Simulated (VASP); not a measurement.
# AlIn26P27 (a cell with a defect) in VASP: single point with PBE

Aim: the single point of AlIn26P27 (a cell with a defect) with PBE.

Program: VASP 6.6.1. These are calculated values, not measurements. Logs are shortened: lines on timing, memory, paths and dates and some standing lists are left out, and cuts for length are marked.

### Step 1. The cell of the first run

The cell holds a defect, 54 atoms: a = 12.433 Å, b = 12.433 Å, c = 12.433 Å, α = 60.00°, β = 60.00°, γ = 60.00°.

### Step 2. Single point, PBE, collinear spin

INCAR reads:

```
SYSTEM = AlIn26P27
PREC = Accurate
ENCUT = 400
EDIFF = 1E-6
ISMEAR = 0
SIGMA = 0.05
LREAL = Auto
LASPH = .TRUE.
NELM = 200
ALGO = Normal
ISIF = 2
LWAVE = .FALSE.
LCHARG = .FALSE.
ISPIN = 2
MAGMOM = 0.2 0 0 0 0 0 0 0 0 0 0 0 0 0 0 0 0 0 0 0 0 0 0 0 0 0 0 0.2 0 0.2 0 0 0 0.2 0 0 0 0 0 0 0 0 0 0 0 0.2 0 0 0 0 0 0 0 0
LORBIT = 11
GGA = PE
NELECT = 475.0
NBANDS = 275
GGA_COMPAT = .FALSE.
```

KPOINTS reads:

```
regular mesh
0
G
  1 1 1
  0 0 0
```

POSCAR reads:

```
AlIn26P27
1.0
    0.0000000000      8.7915000000      8.7915000000
    8.7915000000      0.0000000000      8.7915000000
    8.7915000000      8.7915000000      0.0000000000
Al In P
1 26 27
Direct
    0.0003286404      0.0002461499     -0.0006506273
    0.0002703297      0.0001372113      0.3301733842
    0.0002973040      0.0003162389      0.6689096749
    0.0004374487      0.3301777583      0.0001669720
    0.0005702837      0.3332087805      0.3329660054
    0.0002229079      0.3307569877      0.6689163975
    0.0002873165      0.6693049256     -0.0000683719
    0.0004049730      0.6694349040      0.3297942050
    0.0000411748      0.6666772171      0.6664579910
    0.3306016607      0.0001491940      0.0000016175
    0.3332433318      0.0005280883      0.3329261949
    0.3306366354      0.0003229053      0.6688341248
    0.3332274048      0.3331685689      0.0003577344
    0.3332583232      0.3332526407      0.3329936454
    0.3334971363      0.3334799049      0.6664381394
    0.3305960813      0.6692512750     -0.0000775963
    0.3335015108      0.6666168881      0.3332648406
    0.3335187619      0.6666412110      0.6663751575
    0.6694200019      0.0002185720     -0.0000055443
    0.6694925760      0.0002582883      0.3299858433
    0.6667917681     -0.0000365507      0.6664519611
    0.6693568190      0.3304288880      0.0000056572
    0.6666851674      0.3334435786      0.3332763407
    0.6666501206      0.3335143684      0.6663917798
    0.6668681731      0.6665035622     -0.0001661027
    0.6666708922      0.6666144260      0.3332577373
    0.6668262537      0.6668503402      0.6663324893
    0.0786179266      0.0781591258      0.0781264120
    0.0828146434      0.0827763033      0.4169978662
    0.0785326784      0.0786692108      0.7644213424
    0.0828117587      0.4173611054      0.0825501340
    0.0828198163      0.4174686944      0.4169128571
    0.0835098702      0.4166311151      0.7499305700
    0.0785595899      0.7652796758      0.0777268755
    0.0835182514      0.7499622833      0.4163425458
    0.0834945124      0.7501119374      0.7497135324
    0.4174984548      0.0827332479      0.0825064810
    0.4175000981      0.0828056622      0.4168592958
    0.4167407214      0.0834659495      0.7497783602
    0.4174021973      0.4172801484      0.0825381621
    0.4166823106      0.4166126796      0.4164561548
    0.4166592677      0.4166498695      0.7501072675
    0.4167714074      0.7499253690      0.0832619521
    0.4166827318      0.7502796044      0.4164084550
    0.4167118703      0.7501286206      0.7496962262
    0.7653452704      0.0783923779      0.0779089615
    0.7500842444      0.0834432090      0.4163878236
    0.7500933311      0.0834834400      0.7497761499
    0.7502150475      0.4164620903      0.0832978702
    0.7503159352      0.4166333506      0.4164381500
    0.7500232912      0.4167411900      0.7497850428
    0.7500905899      0.7500052627      0.0832392768
    0.7502066463      0.7500981009      0.4162107874
    0.7500946790      0.7500172228      0.7498518990
```

Potentials or basis: VASP PAW PBE potentials, release 64 (Al, In_d, P).

The run is started by

```bash
$ cat potpaw_PBE.64/Al/POTCAR potpaw_PBE.64/In_d/POTCAR potpaw_PBE.64/P/POTCAR > POTCAR
$ mpirun -np 1 vasp_gam > vasp.out
```

OUTCAR:

```text
SYSTEM = AlIn26P27
   PREC = Accurate
   ENCUT = 400
   EDIFF = 1E-6
   ISMEAR = 0
   LREAL = Auto
   LASPH = .TRUE.
   NELM = 200
   ISIF = 2
   ISPIN = 2
   LORBIT = 11
   GGA = PE
   NELECT = 475.0

 ion  position               nearest neighbor table
   1  0.000  0.000  0.999-  30 2.38  34 2.39  28 2.39  46 2.39
   2  0.000  0.000  0.330-  35 2.54  47 2.54  29 2.56  28 2.56
   3  0.000  0.000  0.669-  48 2.54  36 2.54  29 2.56  30 2.56
   4  0.000  0.330  0.000-  49 2.54  33 2.54  31 2.56  28 2.56
   5  0.001  0.333  0.333-  50 2.54  31 2.54  29 2.54  32 2.54
   6  0.000  0.331  0.669-  33 2.54  51 2.54  32 2.56  30 2.56
[... 46 lines left out ...]
  53  0.750  0.750  0.416-  26 2.54  27 2.54  20 2.54   8 2.54
  54  0.750  0.750  0.750-  21 2.54   9 2.54  27 2.54  25 2.54

  LATTYP: Found a face centered cubic cell.
 ALAT       =    17.5830000000

  Lattice vectors:

 A1 = (   0.0000000000,   8.7915000000,   8.7915000000)
 A2 = (   8.7915000000,   0.0000000000,   8.7915000000)
 A3 = (   8.7915000000,   8.7915000000,   0.0000000000)

Analysis of symmetry for initial positions (statically):
=====================================================================
 Subroutine PRICEL returns:
 Original cell was already a primitive cell.

 Routine SETGRP: Setting up the symmetry group for a
 face centered cubic supercell.

 Subroutine GETGRP returns: Found  1 space group operations
 (whereof  1 operations were pure point group operations)
 out of a pool of 48 trial point group operations.

The static configuration has the point symmetry C_1 .

Analysis of symmetry for dynamics (positions and initial velocities):
=====================================================================
 Subroutine PRICEL returns:
 Original cell was already a primitive cell.

 Routine SETGRP: Setting up the symmetry group for a
 face centered cubic supercell.

 Subroutine GETGRP returns: Found  1 space group operations
 (whereof  1 operations were pure point group operations)
 out of a pool of 48 trial point group operations.

The dynamic configuration has the point symmetry C_1 .

Analysis of structural, dynamic, and magnetic symmetry:
=====================================================================
 Subroutine PRICEL returns:
 Original cell was already a primitive cell.

 Routine SETGRP: Setting up the symmetry group for a
 face centered cubic supercell.

 Subroutine GETGRP returns: Found  1 space group operations
 (whereof  1 operations were pure point group operations)
 out of a pool of 48 trial point group operations.

The overall configuration has the point symmetry C_1 .

 Subroutine INISYM returns: Found  1 space group operations
 (whereof  1 operations are pure point group operations),
 and found     1 'primitive' translations

----------------------------------------------------------------------------------------

                                     Primitive cell

  volume of cell :    1358.9984

  direct lattice vectors                    reciprocal lattice vectors
     0.000000000  8.791500000  8.791500000    -0.056873116  0.056873116  0.056873116
     8.791500000  0.000000000  8.791500000     0.056873116 -0.056873116  0.056873116
     8.791500000  8.791500000  0.000000000     0.056873116  0.056873116 -0.056873116

  length of vectors
    12.433058534 12.433058534 12.433058534     0.098507127  0.098507127  0.098507127

  position of ions in fractional coordinates (direct lattice)
     0.000328640  0.000246150  0.999349373
     0.000270330  0.000137211  0.330173384
     0.000297304  0.000316239  0.668909675
     0.000437449  0.330177758  0.000166972
     0.000570284  0.333208781  0.332966005
     0.000222908  0.330756988  0.668916397
[... 46 lines left out ...]
     0.750206646  0.750098101  0.416210787
     0.750094679  0.750017223  0.749851899

  ion indices of the primitive-cell ions
   primitive index   ion index
                 1           1
                 2           2
                 3           3
                 4           4
                 5           5
                 6           6
[... 46 lines left out ...]
                53          53
                54          54

----------------------------------------------------------------------------------------

 KPOINTS: regular mesh

Automatic generation of k-mesh.
 Grid dimensions read from file:
 generate k-points for:    1    1    1

 Generating k-lattice:

  Cartesian coordinates                     Fractional coordinates (reciprocal lattice)
    -0.056873116  0.056873116  0.056873116     1.000000000  0.000000000  0.000000000
     0.056873116 -0.056873116  0.056873116     0.000000000  1.000000000  0.000000000
     0.056873116  0.056873116 -0.056873116     0.000000000  0.000000000  1.000000000

  Length of vectors
     0.098507127  0.098507127  0.098507127

  Shift w.r.t. Gamma in fractional coordinates (k-lattice)
     0.000000000  0.000000000  0.000000000

 Subroutine IBZKPT returns following result:
 ===========================================

 Found      1 irreducible k-points:

 Following reciprocal coordinates:
            Coordinates               Weight
  0.000000  0.000000  0.000000      1.000000
   k-points           NKPTS =      1   k-points in BZ     NKDIM =      1   number of bands    NBANDS=    275
   number of dos      NEDOS =    301   number of ions     NIONS =     54
   total plane-waves  NPLWV = 592704
   dimension x,y,z NGX =    84 NGY =   84 NGZ =   84
   dimension x,y,z NGXF=   168 NGYF=  168 NGZF=  168
   ions per type =               1  26  27
   NGX,Y,Z   is equivalent  to a cutoff of  11.23, 11.23, 11.23 a.u.
   NGXF,Y,Z  is equivalent  to a cutoff of  22.46, 22.46, 22.46 a.u.
 SYSTEM =  AlIn26P27
   PREC   = accura    normal or accurate (medium, high low for compatibility)
   ISTART =      0    job   : 0-new  1-cont  2-samecut
   ICHARG =      2    charge: 1-file 2-atom 10-const
   ISPIN  =      2    spin polarized calculation?
   LNONCOLLINEAR =      F non collinear calculations
   LSORBIT =      F    spin-orbit coupling
   LASPH  =      T    aspherical Exc in radial PAW
   ENCUT  =  400.0 eV  29.40 Ry    5.42 a.u.  20.28 20.28 20.28*2*pi/ulx,y,z
   NELM   =    200;   NELMIN=  2; NELMDL= -5     # of ELM steps
   EDIFF  = 0.1E-05   stopping-criterion for ELM
   LREAL  =      T    real-space projection
   EDIFFG = 0.1E-04   stopping-criterion for IOM
   NSW    =      0    number of steps for IOM
   IBRION =     -1    ionic relax: 0-MD 1-quasi-New 2-CG
   NFREE  =      0    steps in history (QN), initial steepest desc. (CG)
   ISIF   =      2    stress and relaxation
   ISYM   =      2    0-nonsym 1-usesym 2-fastsym
   POTIM  = 0.5000    time-step for ionic-motion
   TEBEG  =    0.0;   TEEND  =   0.0 temperature during run
   PSTRESS=    0.0 pullay stress
   NELECT =     475.0000    total number of electrons
   NUPDOWN=      -1.0000    fix difference up-down
   EMIN   =  10.00;   EMAX   =-10.00  energy-range for DOS
   EFERMI =   0.00;   METHOD = LEGACY
   ISMEAR =     0;   SIGMA  =   0.05  broadening in eV -4-tet -1-fermi 0-gaus
   EFERMI_NEDOS =   21; number of points for ismear=-14 and -15
   IALGO  =     38    algorithm
   IMIX   =      4    mixing-type and parameters
     AMIX     =   0.40;   BMIX     =  1.00
     AMIX_MAG =   1.60;   BMIX_MAG =  1.00
  volume/ion in A,a.u.               =      25.17       169.83
  Fermi-wavevector in a.u.,A,eV,Ry     =   1.153187  2.179207 18.093574  1.329840
  Thomas-Fermi vector in A             =   2.289833
   LORBIT       =     11    0 simple, 1 ext, 2 COOP (PROOUT), +10 PAW based schemes
   GGA     = PE    functional components
   LHFCALC =     F    Hartree Fock is set to
   AEXX    =    0.0000 exact exchange contribution
   IVDW    =     0    specifies the selected vdW correction
   LEPSILON=     F    determine dielectric tensor
   LRPA    =     F    only Hartree local field effects (RPA)
 spin polarized calculation
 Gauss-broadening in eV      SIGMA  =   0.05
  energy-cutoff  :      400.00
  volume of cell :     1359.00
 maximum number of plane-waves:     12347
 NGX is ok and might be reduce to    84
   NGX = 41   NGY = 41   NGZ = 41

 number of electron     474.9999872 magnetization       0.0023960

 Free energy of the ion-electron system (eV)
  ---------------------------------------------------
  ext. energy  EPLUGINS =         0.00000000
  ---------------------------------------------------
  free energy    TOTEN  =      -223.01495224 eV

  energy without entropy =     -222.96195099  energy(sigma->0) =     -222.98845162

 E-fermi :   5.2302     XC(G=0):  -9.1796

 val. band max:        5.1961282404   @ k =   0.0000   0.0000   0.0000
 cond. band min:       5.9220020650   @ k =   0.0000   0.0000   0.0000
 fundamental gap:      0.7258738246
 Fermi energy:         5.2302053738

 spin component 1

 k-point     1 :       0.0000    0.0000    0.0000
  band No.  band energies     occupation
      1      -9.2196      1.00000
      2      -9.2194      1.00000
      3      -9.2170      1.00000
      4      -9.2166      1.00000
      5      -9.2162      1.00000
      6      -9.2114      1.00000
[... 241 lines left out ...]
    248       7.2070      0.00000
    249       7.2070      0.00000
 Fermi energy:         5.2302053738

 spin component 2

 k-point     1 :       0.0000    0.0000    0.0000
  band No.  band energies     occupation
      1      -9.2196      1.00000
      2      -9.2194      1.00000
      3      -9.2170      1.00000
      4      -9.2166      1.00000
      5      -9.2162      1.00000
      6      -9.2114      1.00000
[... 241 lines left out ...]
    248       7.2070      0.00000
    249       7.2070      0.00000
 [bands above 249 left out]

------------------------ aborting loop because EDIFF is reached ----------------------------------------

  FORCE on cell =-STRESS in cart. coord.  units (eV):
  Direction    XX          YY          ZZ          XY          YZ          ZX
  --------------------------------------------------------------------------------------
  -------------------------------------------------------------------------------------
  Total       18.7393878     18.7368231     18.7385215     -0.0142824     -0.0068989     -0.0033846
  in kB       22.0926109     22.0895873     22.0915896     -0.0168381     -0.0081334     -0.0039902
  external PRESSURE =      22.0912626 kB  Pullay stress =       0.0000000 kB

 VOLUME and BASIS-vectors are now :
 -----------------------------------------------------------------------------
  energy-cutoff  :      400.00
  volume of cell :     1359.00
      direct lattice vectors                 reciprocal lattice vectors
     0.000000000  8.791500000  8.791500000    -0.056873116  0.056873116  0.056873116
     8.791500000  0.000000000  8.791500000     0.056873116 -0.056873116  0.056873116
     8.791500000  8.791500000  0.000000000     0.056873116  0.056873116 -0.056873116

 POSITION                                       TOTAL-FORCE (eV/Angst)
 -----------------------------------------------------------------------------------
      8.78794      8.78867      0.00505         0.002694      0.002410     -0.006138
      2.90393      2.90510      0.00358         0.005610      0.006080      0.019546
      5.88350      5.88333      0.00539         0.000188     -0.000550      0.017135
      2.90423      0.00531      2.90660         0.003222      0.012688      0.005078
      5.85668      2.93228      2.93442        -0.012790      0.015572      0.015471
      8.78863      5.88274      2.90981        -0.023672     -0.003748      0.000541
[... 46 lines left out ...]
     10.25360     10.25456     13.18993         0.004125      0.005062     -0.004077
     13.18610     13.18678     13.18823        -0.001283     -0.000228     -0.000886
 -----------------------------------------------------------------------------------
    total drift:                               -0.007936     -0.004538      0.005398

  FREE ENERGIE OF THE ION-ELECTRON SYSTEM (eV)
  ---------------------------------------------------
  free  energy   TOTEN  =      -223.0149522390 eV

  energy  without entropy=     -222.9619509913  energy(sigma->0) =     -222.98845162

 total charge

# of ion       s       p       d       tot
------------------------------------------
    1        0.376   0.373   0.000   0.749
    2        0.796   0.764   9.901  11.461
    3        0.796   0.764   9.901  11.461
    4        0.796   0.764   9.901  11.461
    5        0.797   0.775   9.902  11.475
    6        0.796   0.764   9.901  11.461
[... 46 lines left out ...]
   53        1.003   1.537   0.000   2.540
   54        1.002   1.538   0.000   2.540
--------------------------------------------------
tot         48.144  61.922 257.445 367.511

 magnetization (x)

# of ion       s       p       d       tot
------------------------------------------
    1       -0.000  -0.000   0.000  -0.000
    2       -0.000   0.000   0.000   0.000
    3       -0.000   0.000   0.000   0.000
    4       -0.000   0.000   0.000   0.000
    5       -0.000   0.000   0.000   0.000
    6       -0.000   0.000   0.000   0.000
[... 46 lines left out ...]
   53        0.000   0.000   0.000   0.000
   54        0.000   0.000   0.000   0.000
--------------------------------------------------
tot         -0.000   0.001   0.000   0.001
```

It took 66 min on 1 thread of Intel Xeon 8259CL, shared host; peak memory 1.5 GiB.

Results:

```
Free energy                                           : -223.0150 eV
Largest force                                         : 0.027 eV/Å
Net moment                                            : 0.00 μB per cell
Valence electrons inside the program's atomic spheres : Al 0.75; In 11.46, 11.47, 11.48 (each value once); P 2.54, 2.53 (each value once)
```

Forces in eV/Å, atoms in the order of the input:
```
Al   0.003  0.002 -0.006
In   0.006  0.006  0.020
In   0.000 -0.001  0.017
In   0.003  0.013  0.005
In  -0.013  0.016  0.015
In  -0.024 -0.004  0.001
In  -0.003  0.015  0.000
In  -0.018  0.005 -0.005
In   0.001  0.003  0.007
In   0.015  0.006  0.006
In   0.015 -0.012  0.017
In  -0.002 -0.022  0.001
In   0.014  0.016 -0.010
In  -0.017 -0.016 -0.014
In  -0.001  0.001  0.001
In  -0.005  0.001 -0.018
In  -0.003  0.001  0.001
In   0.002 -0.001 -0.001
In   0.014 -0.004 -0.002
In   0.004 -0.022 -0.004
In   0.005  0.002  0.005
In   0.001 -0.005 -0.019
In   0.001 -0.001 -0.001
In  -0.001  0.003 -0.003
In   0.005  0.000  0.003
In  -0.003 -0.003  0.001
In  -0.003 -0.003 -0.004
P    0.005 -0.003  0.004
P   -0.003 -0.003 -0.005
P   -0.003  0.000  0.001
P   -0.002 -0.004 -0.002
P    0.006  0.001 -0.001
P    0.001 -0.001  0.000
P   -0.002  0.007 -0.007
P    0.004  0.003 -0.002
P   -0.004 -0.002 -0.004
P   -0.004 -0.004 -0.004
P    0.002  0.006 -0.001
P    0.000  0.002  0.000
P    0.001 -0.001  0.005
P    0.004  0.003  0.005
P   -0.004 -0.004  0.003
P   -0.002  0.002  0.004
P   -0.004  0.002 -0.003
P   -0.003  0.005  0.003
P    0.005 -0.001 -0.003
P    0.001  0.002  0.000
P   -0.003 -0.004 -0.003
P    0.001 -0.001  0.003
P    0.002 -0.004 -0.002
P    0.003 -0.001  0.005
P   -0.003 -0.002 -0.003
P    0.004  0.005 -0.004
P   -0.001  0.000 -0.001
```

Caveat: the k points lie up to 0.62 Å⁻¹ apart; the cell carries a net charge on a neutralising background, which shifts energy and pressure; the cell is charged against a uniform background, so pressure and absolute levels hang on convention; spin-orbit coupling is left out, which moves the levels of the heavy elements.
